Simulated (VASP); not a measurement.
Runs of VASP 6.6.1 on BeTe. The structure is that of space group F-43m (No. 216), or close to it. The cells are those of the table. 

```csv
level,spin,cell,k mesh,grid for exact exchange (PRECFOCK),screening parameter,gap on the mesh (eV),pressure (GPa),moment (μB)
HSE06,off,"a = 3.880 Å, angles 60.0°, 2 atoms",6 × 6 × 6,Normal,0.2079 1/Å,2.42,5.4,-
r2SCAN,"non-collinear, zero start, SOC","a = 4.120 Å, angles 60.0°, 2 atoms",8 × 8 × 8,-,-,-,(b),0.00
HSE06,off,"a = 3.840 Å, angles 60.0°, 2 atoms",6 × 6 × 6,Normal,0.2079 1/Å,(a),8.0,-
r2SCAN,"non-collinear, zero start, SOC","a = 4.080 Å, angles 60.0°, 2 atoms",8 × 8 × 8,-,-,-,-3.0,0.00
```

Alike in all rows: task single point; potentials or basis VASP PAW PBE potentials, release 64 (Be, Te); cutoff (eV) 520; smearing gaussian 0.01 eV.

Problem. Fill in the values left out.

Solution. (a) 2.33; (b) -4.3.

Caveats: the PAW data sets were made with another functional, which shifts forces and pressure a little; spin-orbit coupling is left out, which moves the levels of the heavy elements (some runs).

A k mesh can miss the band edges, and rows without SOC leave out spin-orbit coupling on Te.
